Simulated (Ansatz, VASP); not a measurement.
**F in VASP and in Ansatz**

```
CELL_PARAMETERS angstrom
2.40846 -1.50436 0.24732
2.40846 1.50436 0.24732
-0.70410 0.00000 5.99332
ATOMIC_POSITIONS crystal
F 0.89671 0.60448 0.10221
F 0.39552 0.10329 0.39779
F 0.10329 0.39552 0.89779
F 0.60448 0.89671 0.60221
```

Alike in both runs: task single point; functional LDA; k mesh 11 × 11 × 5; occupations fermi-dirac, width 0.05 eV; no spin polarisation.

```csv
,VASP,Ansatz
version,VASP 6.6.1,Ansatz 0.2.0
potentials or method,"VASP PAW LDA potentials, release 64 (F), cutoff 520 eV","plane waves (420 eV) with PAW, scalar-relativistic"
valence electrons in the cell,28,28
```

|  | VASP | Ansatz | Ansatz less VASP |
| --- | --- | --- | --- |
| gap on the k mesh at the Fermi level (eV) | 2.76 | 2.85 | +0.088 |
| pressure (GPa) | 4.7 | 3.4 | -1.25 |
| traceless stress, the component that is largest in VASP (GPa) | 6.47 | 3.67 | -2.807 |

Ansatz warns that its potentials were made for another functional, while VASP's fit it. LDA's correlation is that of Perdew and Zunger in VASP and of Perdew and Wang (1992) in Ansatz.
